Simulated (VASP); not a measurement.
Set up this calculation in VASP 6.6.1, as the native input.

| Item | Value |
| --- | --- |
| Task | single point |
| Functional | PBE |
| Potentials or basis | VASP PAW PBE potentials, release 64 (Al, Cu) |
| Cutoff | 520 eV |
| k mesh | 1 × 1 × 1, shifted |
| Occupations | fermi-dirac, width 0.056 eV |
| Spin | no spin polarisation |
| Dipole correction | no |
| Further INCAR settings | LREAL = Auto; ALGO = Normal; EDIFF = 1e-06; NBANDS = 98; ISYM = 0 |

The structure of Al13Cu11 lies in POSCAR:

```
Al13Cu11
1.0
    7.1452280000      0.0272100000     -0.2795910000
    0.0272100000      7.0459230000      0.0416720000
   -0.2795910000      0.0416720000      7.0313830000
Al Cu
13 11
Direct
    0.1909331379      0.7153015715      0.1678564715
    0.5647575056      0.5422306646      0.2362602463
    0.4787448238      0.0373078825      0.7893282232
    0.6716809416      0.8368742239      0.4993573417
    0.1273424760      0.1958179911      0.6040152674
    0.6342135111      0.3736946159      0.9369735353
    0.2639734826      0.2962228490      0.9851674146
    0.9489422855      0.5555254705      0.4788488787
    0.8004196384      0.1448440581      0.3092124530
    0.3117053898      0.7659150356      0.5312711326
    0.4666742749      0.2012222825      0.4585353397
    0.9058974862      0.0733889492      0.9850173884
    0.5167374853      0.9658672481      0.1672421386
    0.0043382340      0.8876120127      0.5084483897
    0.4080348346      0.6529847496      0.8973916919
    0.1300300260      0.8441485455      0.8276355970
    0.1814709943      0.0961801929      0.2753153449
    0.5691121793      0.5186431861      0.5900245719
    0.7689383462      0.1672547095      0.6568051268
    0.9707284357      0.4189788989      0.7897729715
    0.9318010569      0.4181088994      0.1321170750
    0.7452033116      0.7543607275      0.8448938735
    0.2461443083      0.4470999055      0.3206926982
    0.8473162147      0.7830369476      0.1976743796
```

One way to write it, as run:

INCAR

```
ALGO = Normal
EDIFF = 1E-6
ENCUT = 520
GGA = PE
ISIF = 2
ISMEAR = -1
ISYM = 0
LASPH = T
LCHARG = F
LREAL = Auto
LWAVE = F
NBANDS = 98
NELM = 80
PREC = Accurate
SIGMA = 0.056
```

KPOINTS

```
Automatic mesh
0
Gamma
  1 1 1
  0.25 0.25 0.25
```

Potentials or basis: VASP PAW PBE potentials, release 64 (Al, Cu).

Launch:

```console
$ cat potpaw_PBE.64/Al/POTCAR potpaw_PBE.64/Cu/POTCAR > POTCAR
$ mpirun -np 1 vasp_std > vasp.out
```

It gave:

| Quantity | Value |
| --- | --- |
| Pressure | 2.1 GPa |
| Largest force | 2.219 eV/Å |
| Band gap on the k mesh | 0.31 eV |

Caveat: the k points lie up to 0.90 Å⁻¹ apart.

Wall time 100 s on 1 thread of Intel(R) Xeon(R) Platinum 8488C (Sapphire Rapids) (shared host), peak memory 0.36 GiB.
